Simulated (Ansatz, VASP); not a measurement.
# Al2Au in VASP and in Ansatz

```
Au Al
1.0
     0.00000    3.00000    3.00000
     3.00000    0.00000    3.00000
     3.00000    3.00000    0.00000
Au Al
1 2
Direct
  0.00000 0.00000 0.00000
  0.75000 0.75000 0.75000
  0.25000 0.25000 0.25000
```

Alike in both runs: task single point; functional LDA; k mesh 8 × 8 × 8; occupations fermi-dirac, width 0.05 eV; no spin polarisation.

|  | VASP | Ansatz |
| --- | --- | --- |
| version | VASP 6.6.1 | Ansatz 0.2.0 |
| potentials or method | VASP PAW LDA potentials, release 64 (Au, Al) | Ansatz PAW |
| plane-wave cutoff (eV) | 520 | 420 |
| valence electrons in the cell | 17 | 25 |

Ansatz gave:

| Quantity | Value |
| --- | --- |
| gap on the k mesh at the Fermi level (eV) | none |
| pressure (GPa) | -2.6 |

**Question.** Estimate VASP's values.

**Answer.** gap on the k mesh at the Fermi level (eV): none; pressure (GPa): -2.4.

LDA's correlation is that of Perdew and Zunger in VASP and of Perdew and Wang (1992) in Ansatz. A gap of «none» marks a metal or a gap that the smearing closes. VASP's potentials hold 17 valence electrons a cell and Ansatz's 25, so a difference there can come from the potentials and not from the codes.

Neither program's run includes spin-orbit coupling.
